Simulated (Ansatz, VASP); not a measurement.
**CaF in VASP and in Ansatz**

INCAR

```
SYSTEM = CaF
PREC = Accurate
ENCUT = 600
EDIFF = 1E-6
ISMEAR = 0
SIGMA = 0.1
LREAL = .FALSE.
LASPH = .TRUE.
NELM = 120
ALGO = Normal
ISIF = 2
LWAVE = .FALSE.
LCHARG = .FALSE.
GGA = PE
NBANDS = 16
GGA_COMPAT = .FALSE.
```

Contents of KPOINTS:

```
regular mesh
0
G
  6 6 6
  0 0 0
```

The input POSCAR:

```
CaF
1.0
    0.0000000000      2.6916516700      2.6916516700
    2.6916516700      0.0000000000      2.6916516700
    2.6916516700      2.6916516700      0.0000000000
Ca F
1 1
Direct
    0.5000000000      0.5000000000      0.5000000000
    0.0000000000      0.0000000000      0.0000000000
```

Input for Ansatz:

```yaml
crystal:
  lattice:
    - [0.0, 2.69165167, 2.69165167]
    - [2.69165167, 0.0, 2.69165167]
    - [2.69165167, 2.69165167, 0.0]
  atoms:
    - { symbol: Ca, position: [0.5, 0.5, 0.5] }
    - { symbol: F, position: [0.0, 0.0, 0.0] }
basis:
  ecutwfc: 420
kpoints:
  mp_grid: { grid: [6, 6, 6] }
hamiltonian:
  xc: pbe
scf:
  occupations: { method: gaussian, width: 0.1 }
  lower_state_search: "off"
output:
  forces: true
  stress: true
  eigenvalues: true
```

Change from the starting cell: species swapped into the LuBi type (Fm-3m, No. 225).

Alike in both runs: task single point; functional PBE; k mesh 6 × 6 × 6; occupations gaussian, width 0.1 eV; no spin polarisation.

|  | VASP | Ansatz |
| --- | --- | --- |
| version | VASP 6.6.1 | Ansatz 0.2.0 |
| potentials or method | VASP PAW PBE potentials, release 64 (Ca_sv, F), cutoff 600 eV | scalar-relativistic, plane waves, PAW |
| valence electrons in the cell | 17 | 17 |

|  | VASP | Ansatz | Ansatz less VASP |
| --- | --- | --- | --- |
| gap on the k mesh at the Fermi level (eV) | none | none | - |
| pressure (GPa) | -1.9 | -1.8 | +0.07 |

A gap of «none» marks a metal or a gap that the smearing closes. The functional is the same, so the differences come from potentials, cutoffs and numerics.
